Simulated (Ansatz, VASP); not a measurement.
SiC: VASP beside Ansatz

```
CELL_PARAMETERS angstrom
5.21728 0.00000 0.00000
0.00000 8.20283 0.00000
0.00000 0.00000 2.93418
ATOMIC_POSITIONS crystal
Si 0.59089 0.64495 0.50000
Si 0.40911 0.35505 0.50000
Si 0.00000 0.50000 0.00000
Si 0.09089 0.85505 0.50000
Si 0.90911 0.14495 0.50000
Si 0.50000 0.00000 0.00000
C 0.05505 0.34636 0.50000
C 0.94495 0.65364 0.50000
C 0.50000 0.50000 0.00000
C 0.55505 0.15364 0.50000
C 0.44495 0.84636 0.50000
C 0.00000 0.00000 0.00000
```

Alike in both runs: functional PBE; k mesh 4 × 2 × 6; occupations gaussian, width 0.1 eV; no spin polarisation.

Ansatz relaxed the structure, and its values are those at the end. VASP's run is a single point on that final structure, the one shown.

|  | VASP | Ansatz |
| --- | --- | --- |
| version | VASP 6.6.1 | Ansatz 0.2.0 |
| potentials or method | VASP PAW PBE potentials, release 64 (Si, C), cutoff 520 eV | scalar-relativistic, plane waves, PAW |
| valence electrons in the cell | 48 | 48 |

|  | VASP | Ansatz | Ansatz less VASP |
| --- | --- | --- | --- |
| gap on the k mesh at the Fermi level (eV) | none | none | - |
| pressure (GPa) | 0.0 | 0.0 | +0.02 |
| rms of the force components (eV/Å) | 0.004 | 0.000 | -0.0034 |

A gap of «none» marks a metal or a gap that the smearing closes.

The k mesh is coarse, so the values compare programs but aren't converged.
